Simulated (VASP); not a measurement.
Input of a VASP 6.6.1 run:

The input POSCAR:

```
ZnS
1.0
    0.0000000000      2.6940858329      2.6940858329
    2.6940858329      0.0000000000      2.6940858329
    2.6940858329      2.6940858329      0.0000000000
Zn S
1 1
Direct
    0.0000000000      0.0000000000      0.0000000000
    0.2500000000      0.2500000000      0.2500000000
```

The input INCAR.step1:

```
PREC = Accurate ; ENCUT = 520
ISMEAR = -1 ; SIGMA = 0.02
LREAL = F ; LASPH = T
NELM = 60 ; NBANDS = 16
GGA = PE ; ALGO = Normal
EDIFF = 1E-4 ; LWAVE = T
LCHARG = F
```

INCAR.step2

```
PREC = Accurate ; ENCUT = 520
EDIFF = 1E-6 ; ISMEAR = -1
SIGMA = 0.02 ; LREAL = F
LASPH = T ; NELM = 60
ALGO = Normal ; ISIF = 2
LWAVE = F ; LCHARG = F
METAGGA = R2SCAN ; LMIXTAU = T
NBANDS = 16 ; ISTART = 1
```

The input KPOINTS:

```
regular mesh
0
Gamma
  8 8 8
```

Potentials or basis: VASP PAW PBE potentials, release 64 (Zn, S).

The run is started by

```sh
$ cat potpaw_PBE.64/Zn/POTCAR potpaw_PBE.64/S/POTCAR > POTCAR
$ cp INCAR.step1 INCAR
$ mpirun -np 1 vasp_std > vasp.out
$ cp INCAR.step2 INCAR
$ mpirun -np 1 vasp_std > vasp.out
```

Q: What does it give for the pressure?

A: 0.0 GPa.

Q: Predict the band gap on the k mesh.

A: 2.72 eV, direct.

Caveat: the PAW data sets were made with another functional, which shifts forces and pressure a little. r2SCAN opens gaps a little over a GGA but as a rule still falls short of measured ones.
